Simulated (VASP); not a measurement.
# Na2S: single point with r2SCAN

Crystal: Na2S.

```xyz
3
Lattice="0.0000 3.2556 3.2556 3.2556 0.0000 3.2556 3.2556 3.2556 0.0000" Properties=species:S:1:pos:R:3 pbc="T T T"
Na    1.6278    1.6278    1.6278
Na    4.8834    4.8834    4.8834
S     0.0000    0.0000    0.0000
```

```yaml
Program: VASP 6.6.1
Task: single point
Functional: r2SCAN
Potentials_or_basis: VASP PAW PBE potentials, release 64 (Na_pv, S)
Cutoff: 550 eV
k_mesh: 6 × 6 × 6
Occupations: gaussian, width 0.01 eV
Spin: no spin polarisation
```

```
Pressure               : -0.1 GPa
Band gap on the k mesh : 3.11 eV, direct
```

Levels at points of the mesh, in eV from the valence-band top:
| k point | band 8 | band 9 | band 10 | band 11 | band 12 | band 13 |
| --- | --- | --- | --- | --- | --- | --- |
| (0.00, 0.00, 0.00) | 0.00 | 0.00 | 0.00 | 3.11 | 8.47 | 8.47 |
| (0.50, 0.00, 0.00) | -1.63 | -0.12 | -0.12 | 5.57 | 6.98 | 7.69 |
| (0.50, 0.50, 0.00) | -1.44 | -0.45 | -0.45 | 4.20 | 6.77 | 9.43 |

It took 43 s on 1 thread of Intel(R) Xeon(R) 6975P-C (Granite Rapids) (shared host), peak memory 0.2 GiB.

Caveat: the PAW data sets were made with another functional, which shifts forces and pressure a little. r2SCAN opens gaps a little over a GGA but as a rule still falls short of measured ones.
